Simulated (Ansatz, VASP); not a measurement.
**One calculation of Pt, two programs**

The input POSCAR:

```
Pt
1.0
    0.0000000000      1.9715751800      1.9715751800
    1.9715751800      0.0000000000      1.9715751800
    1.9715751800      1.9715751800      0.0000000000
Pt
1
Direct
    0.0000000000      0.0000000000      0.0000000000
```

INCAR.step1

```
ALGO     = Normal         # electronic algorithm
EDIFF    = 1E-4           # SCF threshold, eV
ENCUT    = 600            # plane-wave cutoff, eV
GGA      = PE             # functional
ISMEAR   = 0              # smearing method
LASPH    = T              # aspherical terms in the spheres
LCHARG   = F              # write CHGCAR
LREAL    = F              # projectors in reciprocal space
LWAVE    = T              # write WAVECAR
NELM     = 60             # most SCF steps
PREC     = Accurate       # precision mode
SIGMA    = 0.1            # smearing width, eV
```

Contents of INCAR.step2:

```
ALGO     = Normal         # electronic algorithm
EDIFF    = 1E-6           # SCF threshold, eV
EDIFFG   = -0.002         # ionic threshold
ENCUT    = 600            # plane-wave cutoff, eV
IBRION   = 2              # ionic algorithm
ISIF     = 3              # what is computed and relaxed
ISMEAR   = 0              # smearing method
ISTART   = 1            
LASPH    = T              # aspherical terms in the spheres
LCHARG   = F              # write CHGCAR
LMIXTAU  = T            
LREAL    = F              # projectors in reciprocal space
LWAVE    = F              # write WAVECAR
METAGGA  = R2SCAN         # meta-GGA
NELM     = 60             # most SCF steps
NSW      = 100            # ionic steps
PREC     = Accurate       # precision mode
SIGMA    = 0.1            # smearing width, eV
```

The input KPOINTS:

```
k-points
0
Gamma
  24 24 24
```

Input for Ansatz:

```yaml
crystal:
  lattice:
    - [0.0, 1.97157518, 1.97157518]
    - [1.97157518, 0.0, 1.97157518]
    - [1.97157518, 1.97157518, 0.0]
  atoms:
    - { symbol: Pt, position: [0.0, 0.0, 0.0] }
basis:
  ecutwfc: 600.0
kpoints:
  mp_grid: { grid: [24, 24, 24] }
hamiltonian:
  xc: r2scan
  pseudopotentials: { kind: paw, azcp: { folder: soft_1 } }
scf:
  occupations: { method: gaussian, width: 0.1 }
output:
  forces: true
  stress: true
  eigenvalues: true
relax:
  adjacent_minimum: "off"
  f_tol: 0.002
  max_steps: 80
  cell: { stress_tol: 0.02 }
```

Alike in both runs: task relaxation of cell and atoms; functional r2SCAN; k mesh 24 × 24 × 24; occupations gaussian, width 0.1 eV; no spin polarisation.

```csv
,VASP,Ansatz
version,VASP 6.6.1,Ansatz 0.2.0
potentials or method,"VASP PAW PBE potentials, release 64 (Pt), cutoff 600 eV","scalar-relativistic, plane waves, PAW"
valence electrons in the cell,10,18
```

Ansatz gave:

```
gap on the k mesh at the Fermi level, each at its own relaxed structure (eV) : none
relaxed volume (Å³/atom)                                                     : 15.29
relaxed cell length with the largest relative difference (Å)                 : 2.786
```

Problem. Which values does VASP return?

Solution. gap on the k mesh at the Fermi level, each at its own relaxed structure (eV): none; relaxed volume (Å³/atom): 15.33; relaxed cell length with the largest relative difference (Å): 2.789.

VASP's potentials were made for PBE, not for r2SCAN. A gap of «none» marks a metal or a gap that the smearing closes. VASP's potentials hold 10 valence electrons a cell and Ansatz's 18, so a difference there can come from the potentials and not from the codes.

Spin-orbit coupling is off throughout.
